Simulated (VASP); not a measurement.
# GaSb (Immm) in VASP: density of states with PBEsol+D4

Aim: the density of states of GaSb with PBEsol+D4.

Program: VASP 6.6.1. These are calculated values, not measurements. Logs are shortened: lines on timing, memory, paths and dates and some standing lists are left out, and cuts for length are marked.

## (1) The cell of the first run

Symmetry: Immm, No. 71, orthorhombic system. Conventional cell: a = 3.112 Å, b = 5.350 Å, c = 5.787 Å, α = 90.00°, β = 90.00°, γ = 90.00°. Within 3.8 Å of Ga (site symmetry mmm) lie 6 Sb at 2.89 to 3.09 Å and 2 Ga at 3.11 Å. Within 3.8 Å of Sb (site symmetry mmm) lie 6 Ga at 2.89 to 3.09 Å and 2 Sb at 3.11 Å.

## (2) Density of states, PBEsol+D4

POSCAR reads:

```
GaSb
1.0
   -1.5559010000      2.6750030000      2.8933130000
    1.5559010000     -2.6750030000      2.8933130000
    1.5559010000      2.6750030000     -2.8933130000
Ga Sb
1 1
Direct
    0.0000000000      0.0000000000      0.0000000000
    0.5000000000      0.5000000000      0.0000000000
```

INCAR.step1 reads:

```
PREC     = Accurate       # precision mode
ENCUT    = 400            # plane-wave cutoff, eV
EDIFF    = 1E-6           # SCF threshold, eV
ISMEAR   = 1              # smearing method
SIGMA    = 0.2            # smearing width, eV
LREAL    = False          # projectors in reciprocal space
LASPH    = True           # aspherical terms in the spheres
NELM     = 120            # most SCF steps
ALGO     = Normal         # electronic algorithm
ISIF     = 2              # what is computed and relaxed
LWAVE    = False          # write WAVECAR
LCHARG   = True           # write CHGCAR
GGA      = PS             # functional
IVDW     = 13             # dispersion correction
NBANDS   = 16             # bands
GGA_COMPAT= False        
NEDOS    = 2001           # points of the DOS
LORBIT   = 11             # projections on sites
```

KPOINTS.step1 reads:

```
regular mesh
0
Gamma
  4 4 4
```

INCAR.step2 reads:

```
PREC     = Accurate       # precision mode
ENCUT    = 400            # plane-wave cutoff, eV
EDIFF    = 1E-6           # SCF threshold, eV
ISMEAR   = -5             # smearing method
SIGMA    = 0.2            # smearing width, eV
LREAL    = False          # projectors in reciprocal space
LASPH    = True           # aspherical terms in the spheres
NELM     = 120            # most SCF steps
ALGO     = Normal         # electronic algorithm
ISIF     = 2              # what is computed and relaxed
LWAVE    = False          # write WAVECAR
LCHARG   = False          # write CHGCAR
GGA      = PS             # functional
IVDW     = 13             # dispersion correction
LORBIT   = 10             # projections on sites
NBANDS   = 16             # bands
NEDOS    = 2001           # points of the DOS
ICHARG   = 11             # starting density
GGA_COMPAT= False
```

KPOINTS.step2 reads:

```
regular mesh
0
Gamma
  6 6 6
```

Potentials or basis: VASP PAW PBE potentials, release 64 (Ga_d, Sb).

Run with:

```bash
$ cat potpaw_PBE.64/Ga_d/POTCAR potpaw_PBE.64/Sb/POTCAR > POTCAR
$ cp INCAR.step1 INCAR
$ cp KPOINTS.step1 KPOINTS
$ mpirun -np 1 vasp_std > vasp.out
$ cp INCAR.step2 INCAR
$ cp KPOINTS.step2 KPOINTS
$ mpirun -np 1 vasp_std > vasp.out
```

OUTCAR:

```text
PREC = Accurate
   ENCUT = 400
   EDIFF = 1E-6
   ISMEAR = -5
   LREAL = False
   LASPH = True
   NELM = 120
   ISIF = 2
   GGA = PS
   IVDW = 13
   LORBIT = 10
   ICHARG = 11

 ion  position               nearest neighbor table
   1  0.000  0.000  0.000-   2 2.89   2 2.89   2 3.09   2 3.09   2 3.09   2 3.09
   2  0.500  0.500  0.000-   1 2.89   1 2.89   1 3.09   1 3.09   1 3.09   1 3.09

  LATTYP: Found a body centered orthorhombic cell.
 ALAT       =     3.1118020000
 B/A-ratio  =     1.7192629865
 C/A-ratio  =     1.8595739703

  Lattice vectors:

 A1 = (  -1.5559010000,   2.6750030000,   2.8933130000)
 A2 = (   1.5559010000,  -2.6750030000,   2.8933130000)
 A3 = (   1.5559010000,   2.6750030000,  -2.8933130000)

Analysis of symmetry for initial positions (statically):
=====================================================================
 Subroutine PRICEL returns:
 Original cell was already a primitive cell.

 Routine SETGRP: Setting up the symmetry group for a
 body centered orthorhombic supercell.

 Subroutine GETGRP returns: Found  8 space group operations
 (whereof  8 operations were pure point group operations)
 out of a pool of  8 trial point group operations.

The static configuration has the point symmetry D_2h.

Analysis of symmetry for dynamics (positions and initial velocities):
=====================================================================
 Subroutine PRICEL returns:
 Original cell was already a primitive cell.

 Routine SETGRP: Setting up the symmetry group for a
 body centered orthorhombic supercell.

 Subroutine GETGRP returns: Found  8 space group operations
 (whereof  8 operations were pure point group operations)
 out of a pool of  8 trial point group operations.

The dynamic configuration has the point symmetry D_2h.

 Subroutine INISYM returns: Found  8 space group operations
 (whereof  8 operations are pure point group operations),
 and found     1 'primitive' translations

----------------------------------------------------------------------------------------

                                     Primitive cell

  volume of cell :      48.1683

  direct lattice vectors                    reciprocal lattice vectors
    -1.555901000  2.675003000  2.893313000     0.000000000  0.186915678  0.172812274
     1.555901000 -2.675003000  2.893313000     0.321357207  0.000000000  0.172812274
     1.555901000  2.675003000 -2.893313000     0.321357207  0.186915678  0.000000000

  length of vectors
     4.236476022  4.236476022  4.236476022     0.254561491  0.364876057  0.371763265

  position of ions in fractional coordinates (direct lattice)
     0.000000000  0.000000000  0.000000000
     0.500000000  0.500000000  0.000000000

  ion indices of the primitive-cell ions
   primitive index   ion index
                 1           1
                 2           2

----------------------------------------------------------------------------------------

 KPOINTS: regular mesh

Automatic generation of k-mesh.
 Grid dimensions read from file:
 generate k-points for:    6    6    6

 Generating k-lattice:

  Cartesian coordinates                     Fractional coordinates (reciprocal lattice)
     0.000000000  0.031152613  0.028802046     0.166666667  0.000000000  0.000000000
     0.053559535  0.000000000  0.028802046     0.000000000  0.166666667  0.000000000
     0.053559535  0.031152613  0.000000000     0.000000000  0.000000000  0.166666667

  Length of vectors
     0.042426915  0.060812676  0.061960544

  Shift w.r.t. Gamma in fractional coordinates (k-lattice)
     0.000000000  0.000000000  0.000000000

 TETIRR: Found    537 inequivalent tetrahedra from     1296

 Subroutine IBZKPT returns following result:
 ===========================================

 Found     46 irreducible k-points:

 Following reciprocal coordinates:
            Coordinates               Weight
  0.000000  0.000000  0.000000      1.000000
  0.166667  0.000000 -0.000000      4.000000
  0.333333  0.000000 -0.000000      4.000000
  0.500000  0.000000 -0.000000      2.000000
  0.000000  0.166667  0.000000      4.000000
  0.166667  0.166667 -0.000000      8.000000
[... 16 lines left out ...]
 -0.166667  0.166667  0.166667      2.000000
  0.166667  0.333333  0.166667      4.000000
 [... further k-points ...]
   k-points           NKPTS =     46   k-points in BZ     NKDIM =     46   number of bands    NBANDS=     16
   number of dos      NEDOS =   2001   number of ions     NIONS =      2
   total plane-waves  NPLWV =  21952
   dimension x,y,z NGX =    28 NGY =   28 NGZ =   28
   dimension x,y,z NGXF=    56 NGYF=   56 NGZF=   56
   ions per type =               1   1
   NGX,Y,Z   is equivalent  to a cutoff of  10.99, 10.99, 10.99 a.u.
   NGXF,Y,Z  is equivalent  to a cutoff of  21.98, 21.98, 21.98 a.u.
 SYSTEM =  unknown system
   PREC   = accura    normal or accurate (medium, high low for compatibility)
   ISTART =      0    job   : 0-new  1-cont  2-samecut
   ICHARG =     11    charge: 1-file 2-atom 10-const
   ISPIN  =      1    spin polarized calculation?
   LNONCOLLINEAR =      F non collinear calculations
   LSORBIT =      F    spin-orbit coupling
   LASPH  =      T    aspherical Exc in radial PAW
   ENCUT  =  400.0 eV  29.40 Ry    5.42 a.u.   6.91  6.91  6.91*2*pi/ulx,y,z
   NELM   =    120;   NELMIN=  2; NELMDL=  0     # of ELM steps
   EDIFF  = 0.1E-05   stopping-criterion for ELM
   LREAL  =      F    real-space projection
   EDIFFG = 0.1E-04   stopping-criterion for IOM
   NSW    =      0    number of steps for IOM
   IBRION =     -1    ionic relax: 0-MD 1-quasi-New 2-CG
   NFREE  =      0    steps in history (QN), initial steepest desc. (CG)
   ISIF   =      2    stress and relaxation
   ISYM   =      2    0-nonsym 1-usesym 2-fastsym
   POTIM  = 0.5000    time-step for ionic-motion
   TEBEG  =    0.0;   TEEND  =   0.0 temperature during run
   PSTRESS=    0.0 pullay stress
   NELECT =      18.0000    total number of electrons
   NUPDOWN=      -1.0000    fix difference up-down
   EMIN   =  10.00;   EMAX   =-10.00  energy-range for DOS
   EFERMI =   0.00;   METHOD = LEGACY
   ISMEAR =    -5;   SIGMA  =   0.20  broadening in eV -4-tet -1-fermi 0-gaus
   EFERMI_NEDOS =   21; number of points for ismear=-14 and -15
   IALGO  =     38    algorithm
   IMIX   =      4    mixing-type and parameters
     AMIX     =   0.40;   BMIX     =  1.00
     AMIX_MAG =   1.60;   BMIX_MAG =  1.00
  volume/ion in A,a.u.               =      24.08       162.53
  Fermi-wavevector in a.u.,A,eV,Ry     =   1.179176  2.228319 18.918287  1.390455
  Thomas-Fermi vector in A             =   2.315491
   LORBIT       =     10    0 simple, 1 ext, 2 COOP (PROOUT), +10 PAW based schemes
   GGA     = PS    functional components
   LHFCALC =     F    Hartree Fock is set to
   AEXX    =    0.0000 exact exchange contribution
   IVDW    =    13    specifies the selected vdW correction
   LEPSILON=     F    determine dielectric tensor
   LRPA    =     F    only Hartree local field effects (RPA)
 non-spin polarized calculation
 Fermi weights with tetrahedron method with Bloechl corrections
  energy-cutoff  :      400.00
  volume of cell :       48.17
 maximum number of plane-waves:       889

 number of electron      17.9999986 magnetization

 Free energy of the ion-electron system (eV)
  ---------------------------------------------------
  ext. energy  EPLUGINS =         0.00000000
  ---------------------------------------------------
  free energy    TOTEN  =        -7.86639360 eV

  energy without entropy =       -7.86639360  energy(sigma->0) =       -7.86639360

 E-fermi :   6.5153     XC(G=0): -10.3834

 val. band max:        6.4089664011   @ k =  -0.1667  -0.3333   0.1667
 cond. band min:       6.3427414696   @ k =  -0.3333   0.3333  -0.0000
 fundamental gap:     -0.0662249315
 Fermi energy:         6.5152643949

 k-point     1 :       0.0000    0.0000    0.0000
  band No.  band energies     occupation
      1      -8.5679      2.00000
      2      -8.4915      2.00000
      3      -8.4867      2.00000
      4      -8.4541      2.00000
      5      -8.4341      2.00000
      6      -5.5382      2.00000
[... 8 lines left out ...]
     15      15.5474      0.00000
     16      16.8018      0.00000

 k-point     2 :       0.1667    0.0000   -0.0000
  band No.  band energies     occupation
      1      -8.5669      2.00000
      2      -8.4961      2.00000
      3      -8.4838      2.00000
      4      -8.4540      2.00000
      5      -8.4336      2.00000
      6      -5.3034      2.00000
[... 8 lines left out ...]
     15      16.0767      0.00000
     16      17.2096      0.00000

 k-point     3 :       0.3333    0.0000   -0.0000
  band No.  band energies     occupation
      1      -8.5652      2.00000
      2      -8.5050      2.00000
      3      -8.4781      2.00000
      4      -8.4540      2.00000
      5      -8.4324      2.00000
      6      -4.6598      2.00000
[... 8 lines left out ...]
     15      15.5600      0.00000
     16      16.4011      0.00000

 k-point     4 :       0.5000    0.0000   -0.0000
  band No.  band energies     occupation
      1      -8.5646      2.00000
      2      -8.5093      2.00000
      3      -8.4751      2.00000
      4      -8.4541      2.00000
      5      -8.4318      2.00000
      6      -4.1170      2.00000
[... 8 lines left out ...]
     15      16.0813      0.00000
     16      18.1315      0.00000
[... 324 lines left out ...]
 k-point    22 :       0.3333    0.1667    0.1667
  band No.  band energies     occupation
      1      -8.5164      2.00000
      2      -8.5002      2.00000
      3      -8.4819      2.00000
      4      -8.4677      2.00000
      5      -8.4472      2.00000
      6      -2.4825      2.00000
[... 8 lines left out ...]
     15      15.3163      0.00000
     16      16.4205      0.00000

 k-point    23 :      -0.1667    0.1667    0.1667
  band No.  band energies     occupation
      1      -8.5109      2.00000
      2      -8.4935      2.00000
      3      -8.4813      2.00000
      4      -8.4729      2.00000
      5      -8.4537      2.00000
      6      -3.8345      2.00000
[... 8 lines left out ...]
     15      14.1657      0.00000
     16      17.2578      0.00000

 k-point    24 :       0.1667    0.3333    0.1667
  band No.  band energies     occupation
      1      -8.5347      2.00000
      2      -8.4989      2.00000
      3      -8.4969      2.00000
      4      -8.4642      2.00000
      5      -8.4102      2.00000
      6      -1.4194      2.00000
[... 8 lines left out ...]
     15      13.8191      0.00000
     16      16.2349      0.00000

 [... further k-points ...]

------------------------ aborting loop because EDIFF is reached ----------------------------------------

  DFT-D4 for vdW energy calculation

  Edisp (eV):   -0.57210

  FORCE on cell =-STRESS in cart. coord.  units (eV):
  Direction    XX          YY          ZZ          XY          YZ          ZX
  --------------------------------------------------------------------------------------
  -------------------------------------------------------------------------------------
  Total      -0.18459     0.49268    -0.69332    -0.00000     0.00000     0.00000
  in kB      -6.13992    16.38765   -23.06123    -0.00000     0.00000     0.00000
  external pressure =       -4.27 kB  Pullay stress =        0.00 kB

 VOLUME and BASIS-vectors are now :
 -----------------------------------------------------------------------------
  energy-cutoff  :      400.00
  volume of cell :       48.17
      direct lattice vectors                 reciprocal lattice vectors
    -1.555901000  2.675003000  2.893313000     0.000000000  0.186915678  0.172812274
     1.555901000 -2.675003000  2.893313000     0.321357207  0.000000000  0.172812274
     1.555901000  2.675003000 -2.893313000     0.321357207  0.186915678  0.000000000

 POSITION                                       TOTAL-FORCE (eV/Angst)
 -----------------------------------------------------------------------------------
      0.00000      0.00000      0.00000         0.000000     -0.000000      0.000000
      0.00000      0.00000      2.89331        -0.000000      0.000000      0.000000
 -----------------------------------------------------------------------------------
    total drift:                               -0.000000     -0.000000     -0.000000

  FREE ENERGIE OF THE ION-ELECTRON SYSTEM (eV)
  ---------------------------------------------------
  free  energy   TOTEN  =        -8.4384977984 eV

  energy  without entropy=       -8.4384977984  energy(sigma->0) =       -8.43849780

 total charge

# of ion       s       p       d       tot
------------------------------------------
    1        1.028   0.531   9.954  11.513
    2        1.197   1.137   0.034   2.369
--------------------------------------------------
tot          2.225   1.668   9.988  13.882
```

Wall time 29 s (1 thread of Intel Xeon Platinum 8488C (Sapphire Rapids), shared host); peak memory 0.16 GiB.

Results:

| Property | Result |
| --- | --- |
| Valence electrons inside the program's atomic spheres | Ga 11.51; Sb 2.37 |
| Dispersion energy per atom | -0.286 eV |

Caveat: the k points lie up to 0.58 Å⁻¹ apart; the PAW data sets were made with another functional, which shifts forces and pressure a little; spin-orbit coupling is left out, which moves the levels of the heavy elements; pairwise dispersion overbinds metals, which lowers pressure and volume; tetrahedron occupations give inexact forces and stress in metals.
